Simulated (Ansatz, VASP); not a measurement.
Li2Se in VASP and in Ansatz

```
CELL_PARAMETERS angstrom
0.00000 2.96317 2.96317
2.96317 0.00000 2.96317
2.96317 2.96317 0.00000
ATOMIC_POSITIONS crystal
Li 0.25000 0.25000 0.25000
Li 0.75000 0.75000 0.75000
Se 0.00000 0.00000 0.00000
```

Alike in both runs: task single point; functional r2SCAN; k mesh 8 × 8 × 8; occupations gaussian, width 0.02 eV; no spin polarisation.

|  | VASP | Ansatz |
| --- | --- | --- |
| version | VASP 6.6.1 | Ansatz 0.2.0 |
| potentials or method | VASP PAW PBE potentials, release 64 (Li_sv, Se), cutoff 830 eV | scalar-relativistic, plane waves, PAW |
| valence electrons in the cell | 12 | 22 |

Ansatz gave:

```
gap on the k mesh at the Fermi level (eV) : 3.45
least direct gap on the mesh (eV)         : 4.24
pressure (GPa)                            : 1.1
```

Question: What did VASP give for the same quantities?

Answer: gap on the k mesh at the Fermi level (eV): 3.43; least direct gap on the mesh (eV): 4.32; pressure (GPa): 1.0.

VASP's potentials were made for PBE, not for r2SCAN. With one functional, cell and mesh, what is left measures potentials, basis and numerics. VASP's potentials hold 12 valence electrons a cell and Ansatz's 22, so a difference there can come from the potentials and not from the codes.
